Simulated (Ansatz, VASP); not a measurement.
**Two plane-wave programs on Os**

```
Os
1.0
     1.33634   -2.31430    0.00000
     1.33634    2.31430    0.00000
     0.00000    0.00000    2.54643
Os
1
Direct
  0.00000 0.00000 0.00000
```

Alike in both runs: functional PBE; k mesh 8 × 8 × 6; occupations gaussian, width 0.1 eV; no spin polarisation.

Ansatz relaxed the structure, and its values are those at the end. VASP's run is a single point on that final structure, the one shown.

|  | VASP | Ansatz |
| --- | --- | --- |
| version | VASP 6.6.1 | Ansatz 0.2.0 |
| potentials or method | VASP PAW PBE potentials, release 64 (Os_sv_GW), cutoff 500 eV | scalar-relativistic, plane waves, PAW |
| valence electrons in the cell | 16 | 16 |

```csv
,VASP,Ansatz,Ansatz less VASP
gap on the k mesh at the Fermi level (eV),none,none,-
pressure (GPa),-2.3,0.0,+2.29
```

A gap of «none» marks a metal or a gap that the smearing closes.

The k mesh is coarse, so the values compare programs but aren't converged. Neither program's run includes spin-orbit coupling.
